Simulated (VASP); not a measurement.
# Ba (R-3m) in VASP: notebook, part 2 of 2

VASP 6.6.1. The steps go on from the part before.

### Step 3. Single point, PBEsol (51.50 Å³/atom)

INCAR reads:

```
SYSTEM = Ba
PREC     = Accurate       ! precision mode
ENCUT    = 520            ! plane-wave cutoff, eV
EDIFF    = 1E-6           ! SCF threshold, eV
ISMEAR   = 0              ! smearing method
SIGMA    = 0.15           ! smearing width, eV
LREAL    = .False.        ! projectors in reciprocal space
LASPH    = .True.         ! aspherical terms in the spheres
NELM     = 80             ! most SCF steps
ALGO     = Fast           ! electronic algorithm
ISIF     = 2              ! what is computed and relaxed
LWAVE    = .False.        ! write WAVECAR
LCHARG   = .False.        ! write CHGCAR
GGA      = PS             ! functional
NBANDS   = 11             ! bands
```

KPOINTS reads:

```
Automatic mesh
0
Gamma
  14 14 14
  0 0 0
```

POSCAR reads:

```
Ba
1.0
    1.8300675360      4.0966857376      4.0966857376
    4.0966857376      1.8300675360      4.0966857376
    4.0966857376      4.0966857376      1.8300675360
Ba
1
Direct
    0.0000000000      0.0000000000      0.0000000000
```

Potentials or basis: VASP PAW PBE potentials, release 64 (Ba_sv).

On the command line:

```bash
cat potpaw_PBE.64/Ba_sv/POTCAR > POTCAR
mpirun -np 1 vasp_std > vasp.out
```

OUTCAR:

```text
SYSTEM = Ba
   PREC = Accurate
   ENCUT = 520
   EDIFF = 1E-6
   ISMEAR = 0
   LREAL = .False.
   LASPH = .True.
   NELM = 80
   ISIF = 2
   GGA = PS

 ion  position               nearest neighbor table
   1  0.000  0.000  0.000-

  LATTYP: Found a trigonal (rhomboedric) cell.
 ALAT       =     6.0757563522
 COS(alpha) =     0.8608266617

  Lattice vectors:

 A1 = (   1.8300675360,   4.0966857376,   4.0966857376)
 A2 = (   4.0966857376,   1.8300675360,   4.0966857376)
 A3 = (   4.0966857376,   4.0966857376,   1.8300675360)

Analysis of symmetry for initial positions (statically):
=====================================================================
 Subroutine PRICEL returns:
 Original cell was already a primitive cell.

 Routine SETGRP: Setting up the symmetry group for a
 trigonal (rhombohedral) supercell.

 Subroutine GETGRP returns: Found 12 space group operations
 (whereof 12 operations were pure point group operations)
 out of a pool of 12 trial point group operations.

The static configuration has the point symmetry D_3d.

Analysis of symmetry for dynamics (positions and initial velocities):
=====================================================================
 Subroutine PRICEL returns:
 Original cell was already a primitive cell.

 Routine SETGRP: Setting up the symmetry group for a
 trigonal (rhombohedral) supercell.

 Subroutine GETGRP returns: Found 12 space group operations
 (whereof 12 operations were pure point group operations)
 out of a pool of 12 trial point group operations.

The dynamic configuration has the point symmetry D_3d.

 Subroutine INISYM returns: Found 12 space group operations
 (whereof 12 operations are pure point group operations),
 and found     1 'primitive' translations

----------------------------------------------------------------------------------------

                                     Primitive cell

  volume of cell :      51.4960

  direct lattice vectors                    reciprocal lattice vectors
     1.830067536  4.096685738  4.096685738    -0.260868550  0.180317354  0.180317354
     4.096685738  1.830067536  4.096685738     0.180317354 -0.260868550  0.180317354
     4.096685738  4.096685738  1.830067536     0.180317354  0.180317354 -0.260868550

  length of vectors
     6.075756352  6.075756352  6.075756352     0.364802819  0.364802819  0.364802819

  position of ions in fractional coordinates (direct lattice)
     0.000000000  0.000000000  0.000000000

  ion indices of the primitive-cell ions
   primitive index   ion index
                 1           1

----------------------------------------------------------------------------------------

 KPOINTS: Automatic mesh

Automatic generation of k-mesh.
 Grid dimensions read from file:
 generate k-points for:   14   14   14

 Generating k-lattice:

  Cartesian coordinates                     Fractional coordinates (reciprocal lattice)
    -0.018633468  0.012879811  0.012879811     0.071428571 -0.000000000 -0.000000000
     0.012879811 -0.018633468  0.012879811    -0.000000000  0.071428571 -0.000000000
     0.012879811  0.012879811 -0.018633468    -0.000000000 -0.000000000  0.071428571

  Length of vectors
     0.026057344  0.026057344  0.026057344

  Shift w.r.t. Gamma in fractional coordinates (k-lattice)
     0.000000000  0.000000000  0.000000000

 Subroutine IBZKPT returns following result:
 ===========================================

 Found    288 irreducible k-points:

 Following reciprocal coordinates:
            Coordinates               Weight
  0.000000  0.000000  0.000000      1.000000
  0.071429  0.000000  0.000000      6.000000
  0.142857  0.000000  0.000000      6.000000
  0.214286  0.000000 -0.000000      6.000000
  0.285714 -0.000000 -0.000000      6.000000
  0.357143 -0.000000 -0.000000      6.000000
[... 16 lines left out ...]
  0.214286  0.142857  0.000000     12.000000
  0.285714  0.142857 -0.000000     12.000000
 [... further k-points ...]
   k-points           NKPTS =    288   k-points in BZ     NKDIM =    288   number of bands    NBANDS=     11
   number of dos      NEDOS =    301   number of ions     NIONS =      1
   total plane-waves  NPLWV = 110592
   dimension x,y,z NGX =    48 NGY =   48 NGZ =   48
   dimension x,y,z NGXF=    96 NGYF=   96 NGZF=   96
   ions per type =               1
   NGX,Y,Z   is equivalent  to a cutoff of  13.13, 13.13, 13.13 a.u.
   NGXF,Y,Z  is equivalent  to a cutoff of  26.27, 26.27, 26.27 a.u.
 SYSTEM =  Ba
   PREC   = accura    normal or accurate (medium, high low for compatibility)
   ISTART =      0    job   : 0-new  1-cont  2-samecut
   ICHARG =      2    charge: 1-file 2-atom 10-const
   ISPIN  =      1    spin polarized calculation?
   LNONCOLLINEAR =      F non collinear calculations
   LSORBIT =      F    spin-orbit coupling
   LASPH  =      T    aspherical Exc in radial PAW
   ENCUT  =  520.0 eV  38.22 Ry    6.18 a.u.  11.30 11.30 11.30*2*pi/ulx,y,z
   NELM   =     80;   NELMIN=  2; NELMDL= -5     # of ELM steps
   EDIFF  = 0.1E-05   stopping-criterion for ELM
   LREAL  =      F    real-space projection
   EDIFFG = 0.1E-04   stopping-criterion for IOM
   NSW    =      0    number of steps for IOM
   IBRION =     -1    ionic relax: 0-MD 1-quasi-New 2-CG
   NFREE  =      0    steps in history (QN), initial steepest desc. (CG)
   ISIF   =      2    stress and relaxation
   ISYM   =      2    0-nonsym 1-usesym 2-fastsym
   POTIM  = 0.5000    time-step for ionic-motion
   TEBEG  =    0.0;   TEEND  =   0.0 temperature during run
   PSTRESS=    0.0 pullay stress
   NELECT =      10.0000    total number of electrons
   NUPDOWN=      -1.0000    fix difference up-down
   EMIN   =  10.00;   EMAX   =-10.00  energy-range for DOS
   EFERMI =   0.00;   METHOD = LEGACY
   ISMEAR =     0;   SIGMA  =   0.15  broadening in eV -4-tet -1-fermi 0-gaus
   EFERMI_NEDOS =   21; number of points for ismear=-14 and -15
   IALGO  =     68    algorithm
   IMIX   =      4    mixing-type and parameters
     AMIX     =   0.40;   BMIX     =  1.00
     AMIX_MAG =   1.60;   BMIX_MAG =  1.00
  volume/ion in A,a.u.               =      51.50       347.51
  Fermi-wavevector in a.u.,A,eV,Ry     =   0.948019  1.791496 12.228098  0.898740
  Thomas-Fermi vector in A             =   2.076168
   LORBIT       =      0    0 simple, 1 ext, 2 COOP (PROOUT), +10 PAW based schemes
   GGA     = PS    functional components
   LHFCALC =     F    Hartree Fock is set to
   AEXX    =    0.0000 exact exchange contribution
   IVDW    =     0    specifies the selected vdW correction
   LEPSILON=     F    determine dielectric tensor
   LRPA    =     F    only Hartree local field effects (RPA)
 non-spin polarized calculation
 RMM-DIIS sequential band-by-band and
 Gauss-broadening in eV      SIGMA  =   0.15
  energy-cutoff  :      520.00
  volume of cell :       51.50
 maximum number of plane-waves:      1408
 NGX is ok and might be reduce to    48
   NGX = 23   NGY = 23   NGZ = 23

 number of electron       9.9999999 magnetization

 number of electron      10.0000000 magnetization

 Free energy of the ion-electron system (eV)
  ---------------------------------------------------
  ext. energy  EPLUGINS =         0.00000000
  ---------------------------------------------------
  free energy    TOTEN  =        -0.58376222 eV

  energy without entropy =       -0.55348042  energy(sigma->0) =       -0.56862132

 E-fermi :   1.7686     XC(G=0):  -7.7094

 val. band max:        1.7674638129   @ k =   0.5000   0.2857   0.2857
 cond. band min:       1.7718070128   @ k =  -0.2143  -0.2143   0.1429
 fundamental gap:      0.0043431998
 Fermi energy:         1.7685917328

 k-point     1 :       0.0000    0.0000    0.0000
  band No.  band energies     occupation
      1     -27.4623      2.00000
      2     -12.5238      2.00000
      3      -9.9717      2.00000
      4      -9.9717      2.00000
      5       0.1763      2.00000
      6       1.6061      1.87447
      7       4.6043      0.00000
      8       4.6043      0.00000
      9       5.9483      0.00000
     10       9.3883      0.00000
     11       9.3887      0.00000
[... 309 lines left out ...]
 k-point    24 :       0.2857    0.1429   -0.0000
  band No.  band energies     occupation
      1     -27.0031      2.00000
      2     -12.3230      2.00000
      3     -12.0796      2.00000
      4     -10.7745      2.00000
      5       1.5749      1.93221
      6       2.8965      0.00000
      7       3.4158      0.00000
      8       3.8269      0.00000
      9       7.2598      0.00000
     10       8.1135      0.00000
     11       8.6634      0.00000

 [... further k-points ...]

------------------------ aborting loop because EDIFF is reached ----------------------------------------

  FORCE on cell =-STRESS in cart. coord.  units (eV):
  Direction    XX          YY          ZZ          XY          YZ          ZX
  --------------------------------------------------------------------------------------
  -------------------------------------------------------------------------------------
  Total        2.0023977      2.0023977      2.0023977     -1.4950846     -1.4950846     -1.4950846
  in kB       62.2999102     62.2999102     62.2999102    -46.5160540    -46.5160540    -46.5160540
  external PRESSURE =      62.2999102 kB  Pullay stress =       0.0000000 kB

 VOLUME and BASIS-vectors are now :
 -----------------------------------------------------------------------------
  energy-cutoff  :      520.00
  volume of cell :       51.50
      direct lattice vectors                 reciprocal lattice vectors
     1.830067536  4.096685738  4.096685738    -0.260868550  0.180317354  0.180317354
     4.096685738  1.830067536  4.096685738     0.180317354 -0.260868550  0.180317354
     4.096685738  4.096685738  1.830067536     0.180317354  0.180317354 -0.260868550

 POSITION                                       TOTAL-FORCE (eV/Angst)
 -----------------------------------------------------------------------------------
      0.00000      0.00000      0.00000         0.000000     -0.000000      0.000000
 -----------------------------------------------------------------------------------
    total drift:                                0.000000      0.000000      0.000000

  FREE ENERGIE OF THE ION-ELECTRON SYSTEM (eV)
  ---------------------------------------------------
  free  energy   TOTEN  =        -0.5837622240 eV

  energy  without entropy=       -0.5534804211  energy(sigma->0) =       -0.56862132
```

Run time: 3.6 min. Hardware: 1 thread of Intel Xeon 6975P-C (Granite Rapids), shared host; peak memory 0.43 GiB.

What came out:

```
Free energy            : -0.5838 eV
Pressure               : 6.2 GPa
Band gap on the k mesh : zero (bands 5 and 6 overlap by 1.29 eV)
```

Caveat: the cell stands under pressure; the PAW data sets were made with another functional, which shifts forces and pressure a little; spin-orbit coupling is left out, which moves the levels of the heavy elements.
